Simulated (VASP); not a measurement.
# PbSe (Fm-3m) in VASP: a series of runs

The runs below take PbSe through vibrations by perturbation theory, with LDA.

All numbers are computed with VASP 6.6.1; they aren't measurements. Logs are shortened: lines on timing, memory, paths and dates and some standing lists are left out, and cuts for length are marked.

## (1) The cell of the first run

Symmetry: Fm-3m, No. 225, cubic system. Conventional cell: a = 6.041 Å, b = 6.041 Å, c = 6.041 Å, α = 90.00°, β = 90.00°, γ = 90.00°. Within 4.0 Å of Pb (site symmetry m-3m) lie 6 Se at 3.02 Å. Se (site symmetry m-3m) has 6 Pb at 3.02 Å within 4.0 Å.

## (2) Vibrations by perturbation theory, LDA

The input, INCAR:

```
PREC     = Accurate       # precision mode
ENCUT    = 520            # plane-wave cutoff, eV
EDIFF    = 1E-8           # SCF threshold, eV
ISMEAR   = -1             # smearing method
SIGMA    = 0.08           # smearing width, eV
LREAL    = F              # projectors in reciprocal space
LASPH    = T              # aspherical terms in the spheres
NELM     = 100            # most SCF steps
ALGO     = Normal         # electronic algorithm
ISIF     = 2              # what is computed and relaxed
LWAVE    = F              # write WAVECAR
LCHARG   = F              # write CHGCAR
GGA      = CA             # functional
IBRION   = 8              # ionic algorithm
NSW      = 1              # ionic steps
```

The input, KPOINTS:

```
Automatic mesh
0
Gamma
  10 10 10
```

The input, POSCAR:

```
PbSe
1.0
    0.0000000000      3.0204312533      3.0204312533
    3.0204312533      0.0000000000      3.0204312533
    3.0204312533      3.0204312533      0.0000000000
Pb Se
1 1
Direct
    0.0000000000      0.0000000000      0.0000000000
    0.5000000000      0.5000000000      0.5000000000
```

Potentials or basis: VASP PAW LDA potentials, release 64 (Pb_d, Se).

On the command line:

```bash
> cat potpaw_LDA.64/Pb_d/POTCAR potpaw_LDA.64/Se/POTCAR > POTCAR
> mpirun -np 1 vasp_std > vasp.out
```

OUTCAR:

```text
PREC = Accurate
   ENCUT = 520
   EDIFF = 1E-8
   ISMEAR = -1
   LREAL = F
   LASPH = T
   NELM = 100
   ISIF = 2
   GGA = CA
   IBRION = 8
   NSW = 1

 ion  position               nearest neighbor table
   1  0.000  0.000  0.000-   2 3.02   2 3.02   2 3.02   2 3.02   2 3.02   2 3.02
   2  0.500  0.500  0.500-   1 3.02   1 3.02   1 3.02   1 3.02   1 3.02   1 3.02

  LATTYP: Found a face centered cubic cell.
 ALAT       =     6.0408625066

  Lattice vectors:

 A1 = (   0.0000000000,   3.0204312533,   3.0204312533)
 A2 = (   3.0204312533,   0.0000000000,   3.0204312533)
 A3 = (   3.0204312533,   3.0204312533,   0.0000000000)

Analysis of symmetry for initial positions (statically):
=====================================================================
 Subroutine PRICEL returns:
 Original cell was already a primitive cell.

 Routine SETGRP: Setting up the symmetry group for a
 face centered cubic supercell.

 Subroutine GETGRP returns: Found 48 space group operations
 (whereof 48 operations were pure point group operations)
 out of a pool of 48 trial point group operations.

The static configuration has the point symmetry O_h .

Analysis of symmetry for dynamics (positions and initial velocities):
=====================================================================
 Subroutine PRICEL returns:
 Original cell was already a primitive cell.

 Routine SETGRP: Setting up the symmetry group for a
 face centered cubic supercell.

 Subroutine GETGRP returns: Found 48 space group operations
 (whereof 48 operations were pure point group operations)
 out of a pool of 48 trial point group operations.

The dynamic configuration has the point symmetry O_h .

 Subroutine INISYM returns: Found 48 space group operations
 (whereof 48 operations are pure point group operations),
 and found     1 'primitive' translations

----------------------------------------------------------------------------------------

                                     Primitive cell

  volume of cell :      55.1108

[... 563 lines left out ...]

 VOLUME and BASIS-vectors are now :
 -----------------------------------------------------------------------------
  energy-cutoff  :      520.00
  volume of cell :       55.11
      direct lattice vectors                 reciprocal lattice vectors
     0.000000000  3.020431253  3.020431253    -0.165539275  0.165539275  0.165539275
     3.020431253  0.000000000  3.020431253     0.165539275 -0.165539275  0.165539275
     3.020431253  3.020431253  0.000000000     0.165539275  0.165539275 -0.165539275

 POSITION                                       TOTAL-FORCE (eV/Angst)
 -----------------------------------------------------------------------------------
      0.00000      0.00000      0.00000         0.000000      0.000000     -0.000000
      3.02043      3.02043      3.02043         0.000000     -0.000000      0.000000
 -----------------------------------------------------------------------------------
    total drift:                                0.000000     -0.000000     -0.000000

  FREE ENERGIE OF THE ION-ELECTRON SYSTEM (eV)
  ---------------------------------------------------
  free  energy   TOTEN  =        -9.4577763164 eV

  energy  without entropy=       -9.4566828607  energy(sigma->0) =       -9.45722959

[... ionic steps 2 to 3 ...]

--------------------------------------- Ionic step        4  -------------------------------------------

------------------------ aborting loop because EDIFF is reached ----------------------------------------

[... ionic steps 5 to 6 ...]

--------------------------------------- Ionic step        7  -------------------------------------------

 Free energy of the ion-electron system (eV)
  ---------------------------------------------------
  ---------------------------------------------------
  free energy    TOTEN  =        -0.08498935 eV

  energy without entropy =       -0.08498935

------------------------ aborting loop because EDIFF is reached ----------------------------------------

 INTERNAL STRAIN TENSOR  FOR ION    2  DIRECTION 1   (eV/Angst):
 -----------------------------------------------------------------------------
    -0.01129  0.00000  0.00000
    -0.00000  0.00780  0.00000
     0.00000  0.00000  0.00780

 INTERNAL STRAIN TENSOR FOR ION    2 for displacements in x,y,z  (eV/Angst):
          X           Y           Z          XY          YZ          ZX
  --------------------------------------------------------------------------------
  x     0.00000     0.00000     0.00000     0.00000     0.00000     0.00000
  y     0.00000     0.00000     0.00000     0.00000     0.00000     0.00000
  z     0.00000     0.00000     0.00000     0.00000     0.00000     0.00000

 SECOND DERIVATIVES (NOT SYMMETRIZED)
 ------------------------------------
               1X          1Y          1Z          2X          2Y          2Z
  1X    -0.736163    0.000000    0.000000    0.736163    0.000000    0.000000
  1Y     0.000000   -0.736163    0.000000    0.000000    0.736163    0.000000
  1Z     0.000000    0.000000   -0.736163    0.000000    0.000000    0.736163
  2X     0.728906    0.000000    0.000000   -0.728906    0.000000    0.000000
  2Y     0.000000    0.728906    0.000000    0.000000   -0.728906    0.000000
  2Z     0.000000    0.000000    0.728906    0.000000    0.000000   -0.728906

 Eigenvectors and eigenvalues of the dynamical matrix
 ----------------------------------------------------

   1 f  =    1.767622 THz    11.106295 2PiTHz   58.961515 cm-1     7.310293 meV
             X         Y         Z           dx          dy          dz
      0.000000  0.000000  0.000000    -0.527177    0.000000    0.000000
      3.020431  3.020431  3.020431     0.849756    0.000000    0.000000
[... 21 lines left out ...]
   6 f/i=    0.003922 THz     0.024644 2PiTHz    0.130834 cm-1     0.016221 meV
             X         Y         Z           dx          dy          dz
      0.000000  0.000000  0.000000    -0.849756    0.000000    0.000000
      3.020431  3.020431  3.020431    -0.527177    0.000000    0.000000

--------------------------------------------------------------------------------------------------------

 ELASTIC MODULI CONTR FROM IONIC RELAXATION (kBar)
 Direction    XX          YY          ZZ          XY          YZ          ZX
 --------------------------------------------------------------------------------
 XX           0.0000      0.0000      0.0000      0.0000      0.0000      0.0000
 YY           0.0000      0.0000      0.0000      0.0000      0.0000      0.0000
 ZZ           0.0000      0.0000      0.0000      0.0000      0.0000      0.0000
 XY           0.0000      0.0000      0.0000      0.0000      0.0000      0.0000
 YZ           0.0000      0.0000      0.0000      0.0000      0.0000      0.0000
 ZX           0.0000      0.0000      0.0000      0.0000      0.0000      0.0000
 --------------------------------------------------------------------------------
```

OSZICAR:

```text
N       E                     dE             d eps       ncg     rms          rms(c)
DAV:   1     0.160425497607E+03    0.16043E+03   -0.98261E+03  1324   0.148E+03
DAV:   2     0.273975391313E+01   -0.15769E+03   -0.15386E+03  1370   0.358E+02
DAV:   3    -0.943414458541E+01   -0.12174E+02   -0.12062E+02  1760   0.105E+02
DAV:   4    -0.971269101246E+01   -0.27855E+00   -0.27839E+00  1410   0.189E+01
[... 40 lines left out ...]
RMM:  10    -0.849893060567E-01   -0.11655E-06   -0.36310E-09  5202   0.180E-04    0.242E-05
RMM:  11    -0.849893406530E-01   -0.34596E-07    0.22073E-08  5127   0.624E-05    0.596E-06
RMM:  12    -0.849893579018E-01   -0.17249E-07    0.12358E-08  4983   0.265E-05    0.129E-06
RMM:  13    -0.849893513223E-01    0.65795E-08    0.10663E-08  3858   0.133E-05    0.732E-07
 Linear response finished
```

stdout:

```text
POSCAR found type information on POSCAR PbSe
 POSCAR found :  2 types and       2 ions
 scaLAPACK will be used
 LDA part: xc-table for (Slater(with rela. corr.)+CA(PZ))
 , standard interpolation
 POSCAR, INCAR and KPOINTS ok, starting setup
 FFT: planning ... GRIDC
 FFT: planning ... GRID_SOFT
 FFT: planning ... GRID
 WAVECAR not read
 entering main loop
 Linear response reoptimize wavefunctions to high precision
 Linear response DOF=           2
 Linear response progress:
 first order change of Fermi-energy   0.52233E-04
 force on displaced ion       1 direction 1 :  -0.736   0.000   0.000
 Linear response progress:
 first order change of Fermi-energy   0.37497E-03
 force on displaced ion       2 direction 1 :  -0.729   0.000   0.000
 Linear response finished
```

It took 79 s on 1 thread of Intel Xeon 6975P-C (Granite Rapids), shared host; peak memory 0.35 GiB.

Results:

| Quantity | Value |
| --- | --- |
| Highest phonon frequency at Γ, LO-TO splitting left out | 59 cm⁻¹ |

Phonon frequencies in cm⁻¹ (negative: imaginary):
| q point | frequencies |
| --- | --- |
| (0.000, 0.000, 0.000) | 0 0 0 59 59 59 |

Caveat: spin-orbit coupling is left out, which moves the levels of the heavy elements.

## (3) Vibrations by perturbation theory, LDA (28.11 Å³/atom)

This run uses another cell than the first one, of 28.11 Å³/atom.

The input, INCAR:

```
PREC     = Accurate       # precision mode
ENCUT    = 520            # plane-wave cutoff, eV
EDIFF    = 1E-8           # SCF threshold, eV
ISMEAR   = -1             # smearing method
SIGMA    = 0.08           # smearing width, eV
LREAL    = False          # projectors in reciprocal space
LASPH    = True           # aspherical terms in the spheres
NELM     = 60             # most SCF steps
ALGO     = Normal         # electronic algorithm
ISIF     = 2              # what is computed and relaxed
LWAVE    = False          # write WAVECAR
LCHARG   = False          # write CHGCAR
IBRION   = 8              # ionic algorithm
NSW      = 1              # ionic steps
```

KPOINTS is that of step 2.

The input, POSCAR:

```
PbSe
1.0
    0.0000000000      3.0404346922      3.0404346922
    3.0404346922      0.0000000000      3.0404346922
    3.0404346922      3.0404346922      0.0000000000
Pb Se
1 1
Direct
    0.0000000000      0.0000000000      0.0000000000
    0.5000000000      0.5000000000      0.5000000000
```

Potentials or basis: VASP PAW LDA potentials, release 64 (Pb_d, Se).

On the command line:

```bash
> cat potpaw_LDA.64/Pb_d/POTCAR potpaw_LDA.64/Se/POTCAR > POTCAR
> mpirun -np 1 vasp_std > vasp.out
```

OUTCAR:

```text
PREC = Accurate
   ENCUT = 520
   EDIFF = 1E-8
   ISMEAR = -1
   LREAL = False
   LASPH = True
   NELM = 60
   ISIF = 2
   IBRION = 8
   NSW = 1

 ion  position               nearest neighbor table
   1  0.000  0.000  0.000-   2 3.04   2 3.04   2 3.04   2 3.04   2 3.04   2 3.04
   2  0.500  0.500  0.500-   1 3.04   1 3.04   1 3.04   1 3.04   1 3.04   1 3.04

  LATTYP: Found a face centered cubic cell.
 ALAT       =     6.0808693844

  Lattice vectors:

 A1 = (   0.0000000000,   3.0404346922,   3.0404346922)
 A2 = (   3.0404346922,   0.0000000000,   3.0404346922)
 A3 = (   3.0404346922,   3.0404346922,   0.0000000000)

Analysis of symmetry for initial positions (statically):
=====================================================================
 Subroutine PRICEL returns:
 Original cell was already a primitive cell.

 Routine SETGRP: Setting up the symmetry group for a
 face centered cubic supercell.

 Subroutine GETGRP returns: Found 48 space group operations
 (whereof 48 operations were pure point group operations)
 out of a pool of 48 trial point group operations.

The static configuration has the point symmetry O_h .

Analysis of symmetry for dynamics (positions and initial velocities):
=====================================================================
 Subroutine PRICEL returns:
 Original cell was already a primitive cell.

 Routine SETGRP: Setting up the symmetry group for a
 face centered cubic supercell.

 Subroutine GETGRP returns: Found 48 space group operations
 (whereof 48 operations were pure point group operations)
 out of a pool of 48 trial point group operations.

The dynamic configuration has the point symmetry O_h .

 Subroutine INISYM returns: Found 48 space group operations
 (whereof 48 operations are pure point group operations),
 and found     1 'primitive' translations

----------------------------------------------------------------------------------------

                                     Primitive cell

  volume of cell :      56.2130

  direct lattice vectors                    reciprocal lattice vectors
     0.000000000  3.040434692  3.040434692    -0.164450169  0.164450169  0.164450169
     3.040434692  0.000000000  3.040434692     0.164450169 -0.164450169  0.164450169
     3.040434692  3.040434692  0.000000000     0.164450169  0.164450169 -0.164450169

  length of vectors
     4.299823977  4.299823977  4.299823977     0.284836049  0.284836049  0.284836049

  position of ions in fractional coordinates (direct lattice)
     0.000000000  0.000000000  0.000000000
     0.500000000  0.500000000  0.500000000

  ion indices of the primitive-cell ions
   primitive index   ion index
                 1           1
                 2           2

----------------------------------------------------------------------------------------
[... 519 lines left out ...]
      1     -11.7541      2.00000
      2     -11.6654      2.00000
      3     -11.6424      2.00000
      4     -11.6148      2.00000
      5     -11.6123      2.00000
      6      -7.4769      2.00000
      7      -2.6555      2.00000
      8       1.5517      2.00000
      9       2.1347      2.00000
     10       2.2679      2.00000
     11       8.9189      0.00000
     12       9.2889      0.00000
     13       9.9447      0.00000
     14      10.3006      0.00000

 [... further k-points ...]

------------------------ aborting loop because EDIFF is reached ----------------------------------------

  FORCE on cell =-STRESS in cart. coord.  units (eV):
  Direction    XX          YY          ZZ          XY          YZ          ZX
  --------------------------------------------------------------------------------------
  -------------------------------------------------------------------------------------
  Total       -0.3472414     -0.3472414     -0.3472414     -0.0000000      0.0000000     -0.0000000
  in kB       -9.8970323     -9.8970323     -9.8970323     -0.0000000      0.0000000     -0.0000000
  external PRESSURE =      -9.8970323 kB  Pullay stress =       0.0000000 kB

 VOLUME and BASIS-vectors are now :
 -----------------------------------------------------------------------------
  energy-cutoff  :      520.00
  volume of cell :       56.21
      direct lattice vectors                 reciprocal lattice vectors
     0.000000000  3.040434692  3.040434692    -0.164450169  0.164450169  0.164450169
     3.040434692  0.000000000  3.040434692     0.164450169 -0.164450169  0.164450169
     3.040434692  3.040434692  0.000000000     0.164450169  0.164450169 -0.164450169

 POSITION                                       TOTAL-FORCE (eV/Angst)
 -----------------------------------------------------------------------------------
      0.00000      0.00000      0.00000        -0.000000     -0.000000     -0.000000
      3.04043      3.04043      3.04043         0.000000      0.000000      0.000000
 -----------------------------------------------------------------------------------
    total drift:                                0.000000     -0.000000     -0.000000

  FREE ENERGIE OF THE ION-ELECTRON SYSTEM (eV)
  ---------------------------------------------------
  free  energy   TOTEN  =        -9.4550517016 eV

  energy  without entropy=       -9.4540261178  energy(sigma->0) =       -9.45453891

[... ionic steps 2 to 3 ...]

--------------------------------------- Ionic step        4  -------------------------------------------

------------------------ aborting loop because EDIFF is reached ----------------------------------------

[... ionic steps 5 to 6 ...]

--------------------------------------- Ionic step        7  -------------------------------------------

 Free energy of the ion-electron system (eV)
  ---------------------------------------------------
  ---------------------------------------------------
  free energy    TOTEN  =        -0.08511152 eV

  energy without entropy =       -0.08511152

------------------------ aborting loop because EDIFF is reached ----------------------------------------

 INTERNAL STRAIN TENSOR  FOR ION    2  DIRECTION 1   (eV/Angst):
 -----------------------------------------------------------------------------
    -0.00984 -0.00000 -0.00000
     0.00000  0.00765  0.00000
    -0.00000  0.00000  0.00765

 INTERNAL STRAIN TENSOR FOR ION    2 for displacements in x,y,z  (eV/Angst):
          X           Y           Z          XY          YZ          ZX
  --------------------------------------------------------------------------------
  x     0.00000     0.00000     0.00000     0.00000     0.00000     0.00000
  y     0.00000     0.00000     0.00000     0.00000     0.00000     0.00000
  z     0.00000     0.00000     0.00000     0.00000     0.00000     0.00000

 SECOND DERIVATIVES (NOT SYMMETRIZED)
 ------------------------------------
               1X          1Y          1Z          2X          2Y          2Z
  1X    -0.486127    0.000000    0.000000    0.486127    0.000000    0.000000
  1Y     0.000000   -0.486127    0.000000    0.000000    0.486127    0.000000
  1Z     0.000000    0.000000   -0.486127    0.000000    0.000000    0.486127
  2X     0.462847    0.000000    0.000000   -0.462847    0.000000    0.000000
  2Y     0.000000    0.462847    0.000000    0.000000   -0.462847    0.000000
  2Z     0.000000    0.000000    0.462847    0.000000    0.000000   -0.462847

 Eigenvectors and eigenvalues of the dynamical matrix
 ----------------------------------------------------

   1 f  =    1.416431 THz     8.899696 2PiTHz   47.247038 cm-1     5.857883 meV
             X         Y         Z           dx          dy          dz
      0.000000  0.000000  0.000000     0.000000    0.534690    0.000000
      3.040435  3.040435  3.040435     0.000000   -0.845048    0.000000
[... 21 lines left out ...]
   6 f/i=    0.015702 THz     0.098660 2PiTHz    0.523772 cm-1     0.064939 meV
             X         Y         Z           dx          dy          dz
      0.000000  0.000000  0.000000     0.000000    0.000000    0.845048
      3.040435  3.040435  3.040435     0.000000    0.000000    0.534690

--------------------------------------------------------------------------------------------------------

 ELASTIC MODULI CONTR FROM IONIC RELAXATION (kBar)
 Direction    XX          YY          ZZ          XY          YZ          ZX
 --------------------------------------------------------------------------------
 XX           0.0000      0.0000      0.0000      0.0000      0.0000      0.0000
 YY           0.0000      0.0000      0.0000      0.0000      0.0000      0.0000
 ZZ           0.0000      0.0000      0.0000      0.0000      0.0000      0.0000
 XY           0.0000      0.0000      0.0000      0.0000      0.0000      0.0000
 YZ           0.0000      0.0000      0.0000      0.0000      0.0000      0.0000
 ZX           0.0000      0.0000      0.0000      0.0000      0.0000      0.0000
 --------------------------------------------------------------------------------
```

It took 77 s on 1 thread of Intel Xeon 6975P-C (Granite Rapids), shared host; peak memory 0.35 GiB.

Results:

```yaml
Highest_phonon_frequency_at_Γ_LO-TO_splitting_left_out: 47 cm⁻¹
```

Phonon frequencies in cm⁻¹ (negative: imaginary):
```csv
q point,frequencies
"(0.000, 0.000, 0.000)",-1 -1 -1 47 47 47
```

Caveat: spin-orbit coupling is left out, which moves the levels of the heavy elements.
